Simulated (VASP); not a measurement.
Crystal: HfF2.

```
Hf F
1.0
     0.00000    2.71274    2.71274
     2.71274    0.00000    2.71274
     2.71274    2.71274    0.00000
Hf F
1 2
Direct
  0.00000 0.00000 0.00000
  0.25000 0.25000 0.25000
  0.75000 0.75000 0.75000
```

| Item | Value |
| --- | --- |
| Program | VASP 6.6.1 |
| Task | relaxation of cell and atoms |
| Functional | PBE |
| Potentials or basis | VASP PAW PBE potentials, release 64 (Hf_pv, F) |
| Cutoff | 600 eV |
| k mesh | 14 × 14 × 14 |
| Occupations | gaussian, width 0.1 eV |
| Spin | no spin polarisation |

At the start: pressure -4.0 GPa; volume 13.31 Å³/atom.

**Question.** Where does the relaxation end?

**Answer.** Over 3 steps the energy falls by 6.2 meV/atom and the volume is 12.82 Å³/atom (-3.7 %); space group Fm-3m (No. 225, to 0.1 Å) before and after.

The path:
```csv
step,energy change (eV),largest force (eV/Å),pressure (GPa),volume (Å³)
1,0.0000,0.0000,-3.96,39.93
2,-0.0170,0.0000,1.25,38.06
3,-0.0186,0.0000,0.01,38.46
```

Final structure:
```
Hf F
1.0
     0.00000    2.67923    2.67923
     2.67923    0.00000    2.67923
     2.67923    2.67923    0.00000
Hf F
1 2
Cartesian
  0.0000 0.0000 0.0000
  1.3396 1.3396 1.3396
  4.0188 4.0188 4.0188
```
